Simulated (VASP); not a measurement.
# La2SiF2 (P4/mmm) in VASP: single point with PBE

Aim: the single point of La2SiF2 with PBE.

All numbers are computed with VASP 6.6.1; they aren't measurements. Logs are shortened: lines on timing, memory, paths and dates and some standing lists are left out, and cuts for length are marked.

## 1. The cell of the first run

The structure is tetragonal, space group P4/mmm (No. 123). The conventional cell has a = 4.328 Å, b = 4.328 Å, c = 5.870 Å, α = 90.00°, β = 90.00°, γ = 90.00°. La (site symmetry 4mm) has 4 F at 2.65 Å and 2 La at 2.82 to 3.05 Å and 4 Si at 3.37 Å within 3.5 Å. Si (site symmetry 4/mmm) has 8 La at 3.37 Å and 8 F at 3.65 Å and 4 Si at 4.33 Å within 4.4 Å. Within 3.5 Å of F (site symmetry mmm) lie 4 La at 2.65 Å and 4 F at 3.06 Å.

## 2. Single point, PBE

The input, INCAR:

```
SYSTEM = La2SiF2
PREC = Accurate
ENCUT = 520
EDIFF = 1E-6
ISMEAR = 0
SIGMA = 0.1
LREAL = .False.
LASPH = .True.
NELM = 80
ALGO = Normal
ISIF = 2
LWAVE = .False.
LCHARG = .False.
GGA = PE
NBANDS = 28
```

The input, KPOINTS:

```
Automatic mesh
0
Gamma
  4 4 4
  0 0 0
```

The input, POSCAR:

```
La2SiF2
1.0
    4.3275390200      0.0000000000      0.0000000000
    0.0000000000      4.3275390200      0.0000000000
    0.0000000000      0.0000000000      5.8701792700
La Si F
2 1 2
Direct
    0.5000000000      0.5000000000      0.2399999900
    0.5000000000      0.5000000000      0.7600000100
    0.0000000000      0.0000000000      0.0000000000
    0.0000000000      0.5000000000      0.5000000000
    0.5000000000      0.0000000000      0.5000000000
```

Potentials or basis: VASP PAW PBE potentials, release 64 (La, Si, F).

The run is started by

```bash
$ cat potpaw_PBE.64/La/POTCAR potpaw_PBE.64/Si/POTCAR potpaw_PBE.64/F/POTCAR > POTCAR
$ mpirun -np 1 vasp_std > vasp.out
```

OUTCAR:

```text
SYSTEM = La2SiF2
   PREC = Accurate
   ENCUT = 520
   EDIFF = 1E-6
   ISMEAR = 0
   LREAL = .False.
   LASPH = .True.
   NELM = 80
   ISIF = 2
   GGA = PE

 ion  position               nearest neighbor table
   1  0.500  0.500  0.240-   4 2.65   5 2.65   5 2.65   4 2.65   2 2.82   2 3.05   3 3.37   3 3.37
                             3 3.37   3 3.37
   2  0.500  0.500  0.760-   4 2.65   5 2.65   5 2.65   4 2.65   1 2.82   1 3.05   3 3.37   3 3.37
                             3 3.37   3 3.37
   3  0.000  0.000  0.000-   1 3.37   2 3.37   1 3.37   2 3.37   1 3.37   2 3.37   1 3.37   2 3.37

   4  0.000  0.500  0.500-   1 2.65   2 2.65   1 2.65   2 2.65
   5  0.500  0.000  0.500-   1 2.65   2 2.65   1 2.65   2 2.65

  LATTYP: Found a simple tetragonal cell.
 ALAT       =     4.3275390200
 C/A-ratio  =     1.3564705582

  Lattice vectors:

 A1 = (   4.3275390200,   0.0000000000,   0.0000000000)
 A2 = (   0.0000000000,   4.3275390200,   0.0000000000)
 A3 = (   0.0000000000,   0.0000000000,   5.8701792700)

Analysis of symmetry for initial positions (statically):
=====================================================================
 Subroutine PRICEL returns:
 Original cell was already a primitive cell.

 Routine SETGRP: Setting up the symmetry group for a
 simple tetragonal supercell.

 Subroutine GETGRP returns: Found 16 space group operations
 (whereof 16 operations were pure point group operations)
 out of a pool of 16 trial point group operations.

The static configuration has the point symmetry D_4h.

Analysis of symmetry for dynamics (positions and initial velocities):
=====================================================================
 Subroutine PRICEL returns:
 Original cell was already a primitive cell.

 Routine SETGRP: Setting up the symmetry group for a
 simple tetragonal supercell.

 Subroutine GETGRP returns: Found 16 space group operations
 (whereof 16 operations were pure point group operations)
 out of a pool of 16 trial point group operations.

The dynamic configuration has the point symmetry D_4h.

 Subroutine INISYM returns: Found 16 space group operations
 (whereof 16 operations are pure point group operations),
 and found     1 'primitive' translations

----------------------------------------------------------------------------------------

                                     Primitive cell

  volume of cell :     109.9343

  direct lattice vectors                    reciprocal lattice vectors
     4.327539020  0.000000000  0.000000000     0.231078217  0.000000000  0.000000000
     0.000000000  4.327539020  0.000000000     0.000000000  0.231078217  0.000000000
     0.000000000  0.000000000  5.870179270     0.000000000  0.000000000  0.170352549

  length of vectors
     4.327539020  4.327539020  5.870179270     0.231078217  0.231078217  0.170352549

  position of ions in fractional coordinates (direct lattice)
     0.500000000  0.500000000  0.239999990
     0.500000000  0.500000000  0.760000010
     0.000000000  0.000000000  0.000000000
     0.000000000  0.500000000  0.500000000
     0.500000000  0.000000000  0.500000000

  ion indices of the primitive-cell ions
   primitive index   ion index
                 1           1
                 2           2
                 3           3
                 4           4
                 5           5

----------------------------------------------------------------------------------------

 KPOINTS: Automatic mesh

Automatic generation of k-mesh.
 Grid dimensions read from file:
 generate k-points for:    4    4    4

 Generating k-lattice:

  Cartesian coordinates                     Fractional coordinates (reciprocal lattice)
     0.057769554  0.000000000  0.000000000     0.250000000  0.000000000  0.000000000
     0.000000000  0.057769554  0.000000000     0.000000000  0.250000000  0.000000000
     0.000000000  0.000000000  0.042588137     0.000000000  0.000000000  0.250000000

  Length of vectors
     0.057769554  0.057769554  0.042588137

  Shift w.r.t. Gamma in fractional coordinates (k-lattice)
     0.000000000  0.000000000  0.000000000

 Subroutine IBZKPT returns following result:
 ===========================================

 Found     18 irreducible k-points:

 Following reciprocal coordinates:
            Coordinates               Weight
  0.000000  0.000000  0.000000      1.000000
  0.250000  0.000000  0.000000      4.000000
  0.500000  0.000000  0.000000      2.000000
  0.250000  0.250000  0.000000      4.000000
  0.500000  0.250000  0.000000      4.000000
  0.500000  0.500000  0.000000      1.000000
[... 10 lines left out ...]
  0.500000  0.250000  0.500000      4.000000
  0.500000  0.500000  0.500000      1.000000
   k-points           NKPTS =     18   k-points in BZ     NKDIM =     18   number of bands    NBANDS=     28
   number of dos      NEDOS =    301   number of ions     NIONS =      5
   total plane-waves  NPLWV =  49152
   dimension x,y,z NGX =    32 NGY =   32 NGZ =   48
   dimension x,y,z NGXF=    64 NGYF=   64 NGZF=   96
   ions per type =               2   1   2
   NGX,Y,Z   is equivalent  to a cutoff of  12.29, 12.29, 13.59 a.u.
   NGXF,Y,Z  is equivalent  to a cutoff of  24.59, 24.59, 27.19 a.u.
 SYSTEM =  La2SiF2
   PREC   = accura    normal or accurate (medium, high low for compatibility)
   ISTART =      0    job   : 0-new  1-cont  2-samecut
   ICHARG =      2    charge: 1-file 2-atom 10-const
   ISPIN  =      1    spin polarized calculation?
   LNONCOLLINEAR =      F non collinear calculations
   LSORBIT =      F    spin-orbit coupling
   LASPH  =      T    aspherical Exc in radial PAW
   ENCUT  =  520.0 eV  38.22 Ry    6.18 a.u.   8.05  8.05 10.91*2*pi/ulx,y,z
   NELM   =     80;   NELMIN=  2; NELMDL= -5     # of ELM steps
   EDIFF  = 0.1E-05   stopping-criterion for ELM
   LREAL  =      F    real-space projection
   EDIFFG = 0.1E-04   stopping-criterion for IOM
   NSW    =      0    number of steps for IOM
   IBRION =     -1    ionic relax: 0-MD 1-quasi-New 2-CG
   NFREE  =      0    steps in history (QN), initial steepest desc. (CG)
   ISIF   =      2    stress and relaxation
   ISYM   =      2    0-nonsym 1-usesym 2-fastsym
   POTIM  = 0.5000    time-step for ionic-motion
   TEBEG  =    0.0;   TEEND  =   0.0 temperature during run
   PSTRESS=    0.0 pullay stress
   NELECT =      40.0000    total number of electrons
   NUPDOWN=      -1.0000    fix difference up-down
   EMIN   =  10.00;   EMAX   =-10.00  energy-range for DOS
   EFERMI =   0.00;   METHOD = LEGACY
   ISMEAR =     0;   SIGMA  =   0.10  broadening in eV -4-tet -1-fermi 0-gaus
   EFERMI_NEDOS =   21; number of points for ismear=-14 and -15
   IALGO  =     38    algorithm
   IMIX   =      4    mixing-type and parameters
     AMIX     =   0.40;   BMIX     =  1.00
     AMIX_MAG =   1.60;   BMIX_MAG =  1.00
  volume/ion in A,a.u.               =      21.99       148.37
  Fermi-wavevector in a.u.,A,eV,Ry     =   1.168738  2.208594 18.584848  1.365948
  Thomas-Fermi vector in A             =   2.305220
   LORBIT       =      0    0 simple, 1 ext, 2 COOP (PROOUT), +10 PAW based schemes
   GGA     = PE    functional components
   LHFCALC =     F    Hartree Fock is set to
   AEXX    =    0.0000 exact exchange contribution
   IVDW    =     0    specifies the selected vdW correction
   LEPSILON=     F    determine dielectric tensor
   LRPA    =     F    only Hartree local field effects (RPA)
 non-spin polarized calculation
 Gauss-broadening in eV      SIGMA  =   0.10
  energy-cutoff  :      520.00
  volume of cell :      109.93
 maximum number of plane-waves:      3000
   NGX = 17   NGY = 17   NGZ = 21

 number of electron      39.9999967 magnetization

 Free energy of the ion-electron system (eV)
  ---------------------------------------------------
  ext. energy  EPLUGINS =         0.00000000
  ---------------------------------------------------
  free energy    TOTEN  =       -28.20112187 eV

  energy without entropy =      -28.18762545  energy(sigma->0) =      -28.19437366

 E-fermi :   6.4638     XC(G=0):  -9.5993

 val. band max:        6.4445442766   @ k =   0.2500   0.2500   0.0000
 cond. band min:       6.5217437619   @ k =   0.0000   0.0000   0.0000
 fundamental gap:      0.0771994853
 Fermi energy:         6.4637673564

 k-point     1 :       0.0000    0.0000    0.0000
  band No.  band energies     occupation
      1     -26.9100      2.00000
      2     -26.0745      2.00000
      3     -17.8434      2.00000
      4     -17.5716      2.00000
      5     -12.3212      2.00000
      6     -10.4033      2.00000
[... 20 lines left out ...]
     27       8.5148      0.00000
     28       8.5255      0.00000

 k-point     2 :       0.2500    0.0000    0.0000
  band No.  band energies     occupation
      1     -26.8987      2.00000
      2     -26.0688      2.00000
      3     -17.8243      2.00000
      4     -17.6299      2.00000
      5     -12.4053      2.00000
      6     -10.3884      2.00000
[... 20 lines left out ...]
     27       8.3839      0.00000
     28       8.5577      0.00000

 k-point     3 :       0.5000    0.0000    0.0000
  band No.  band energies     occupation
      1     -26.8872      2.00000
      2     -26.0631      2.00000
      3     -17.7847      2.00000
      4     -17.7089      2.00000
      5     -12.4722      2.00000
      6     -10.3735      2.00000
[... 20 lines left out ...]
     27       8.5195      0.00000
     28       8.5849      0.00000

 k-point     4 :       0.2500    0.2500    0.0000
  band No.  band energies     occupation
      1     -26.8874      2.00000
      2     -26.0632      2.00000
      3     -17.8119      2.00000
      4     -17.6782      2.00000
      5     -12.4919      2.00000
      6     -10.3163      2.00000
[... 392 lines left out ...]
     27       8.2837      0.00000
     28       8.4478      0.00000

 k-point    17 :       0.5000    0.2500    0.5000
  band No.  band energies     occupation
      1     -26.6209      2.00000
      2     -26.3625      2.00000
      3     -17.7804      2.00000
      4     -17.7267      2.00000
      5     -11.1591      2.00000
      6     -10.3578      2.00000
[... 20 lines left out ...]
     27       8.4509      0.00000
     28       8.4671      0.00000

 k-point    18 :       0.5000    0.5000    0.5000
  band No.  band energies     occupation
      1     -26.6149      2.00000
      2     -26.3503      2.00000
      3     -17.7782      2.00000
      4     -17.7782      2.00000
      5     -11.1437      2.00000
      6     -10.3343      2.00000
[... 20 lines left out ...]
     27       8.4109      0.00000
     28       8.4502      0.00000

------------------------ aborting loop because EDIFF is reached ----------------------------------------

  FORCE on cell =-STRESS in cart. coord.  units (eV):
  Direction    XX          YY          ZZ          XY          YZ          ZX
  --------------------------------------------------------------------------------------
  -------------------------------------------------------------------------------------
  Total       -9.1414522     -9.1414522     13.6198577      0.0000000      0.0000000      0.0000000
  in kB     -133.2270538   -133.2270538    198.4951052      0.0000000      0.0000000      0.0000000
  external PRESSURE =     -22.6530008 kB  Pullay stress =       0.0000000 kB

 VOLUME and BASIS-vectors are now :
 -----------------------------------------------------------------------------
  energy-cutoff  :      520.00
  volume of cell :      109.93
      direct lattice vectors                 reciprocal lattice vectors
     4.327539020  0.000000000  0.000000000     0.231078217  0.000000000  0.000000000
     0.000000000  4.327539020  0.000000000     0.000000000  0.231078217  0.000000000
     0.000000000  0.000000000  5.870179270     0.000000000  0.000000000  0.170352549

 POSITION                                       TOTAL-FORCE (eV/Angst)
 -----------------------------------------------------------------------------------
      2.16377      2.16377      1.40884         0.000000      0.000000      1.768850
      2.16377      2.16377      4.46134         0.000000     -0.000000     -1.768850
      0.00000      0.00000      0.00000         0.000000      0.000000      0.000000
      0.00000      2.16377      2.93509         0.000000      0.000000      0.000000
      2.16377      0.00000      2.93509         0.000000      0.000000      0.000000
 -----------------------------------------------------------------------------------
    total drift:                                0.000000     -0.000000     -0.000000

  FREE ENERGIE OF THE ION-ELECTRON SYSTEM (eV)
  ---------------------------------------------------
  free  energy   TOTEN  =       -28.2011218704 eV

  energy  without entropy=      -28.1876254475  energy(sigma->0) =      -28.19437366
```

It took 52 s on 1 thread of AMD EPYC 7R43 (Zen 3), shared host; peak memory 0.21 GiB.

What came out:

| Property | Result |
| --- | --- |
| Free energy | -28.2011 eV |
| Pressure | -2.3 GPa |
| Largest force | 1.769 eV/Å |
| Band gap on the k mesh | zero (band 20 reaches 6.78 eV, above the bottom of band 21 at 6.27 eV) |

Forces on the atoms (eV/Å):
```
La   0.000  0.000  1.769
La   0.000  0.000 -1.769
Si   0.000  0.000  0.000
F    0.000  0.000  0.000
F    0.000  0.000  0.000
```

Caveat: the k points lie up to 0.36 Å⁻¹ apart; spin-orbit coupling is left out, which moves the levels of the heavy elements; forces of over 1 eV/Å act on the atoms, so gaps and moduli don't describe the material at rest.
